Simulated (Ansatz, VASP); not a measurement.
**One calculation of Sn, two programs**

```xyz
2
Lattice="0.0000 3.2456 3.2781 3.2456 0.0000 3.2781 3.2456 3.2456 0.0000" Properties=species:S:1:pos:R:3 pbc="T T T"
Sn    3.2456    3.2456    3.2781
Sn    4.8684    4.8684    4.9171
```

Change from the starting cell: zz strain of +1 %.

Alike in both runs: task single point; functional PBE; k mesh 9 × 9 × 9; occupations fermi-dirac, width 0.03 eV; no spin polarisation.

|  | VASP | Ansatz |
| --- | --- | --- |
| version | VASP 6.6.1 | Ansatz 0.2.0 |
| potentials or method | VASP PAW PBE potentials, release 64 (Sn_d), cutoff 520 eV | all-electron LAPW, scalar-relativistic |

VASP gave:

| Property | Result |
| --- | --- |
| pressure (GPa) | 2.6 |
| traceless stress, the component that is largest in VASP (GPa) | -0.20 |

Estimate Ansatz's values.

pressure (GPa): 2.7; traceless stress, the component that is largest in VASP (GPa): -0.20.

Ansatz ran all-electron here, and VASP with PAW potentials.
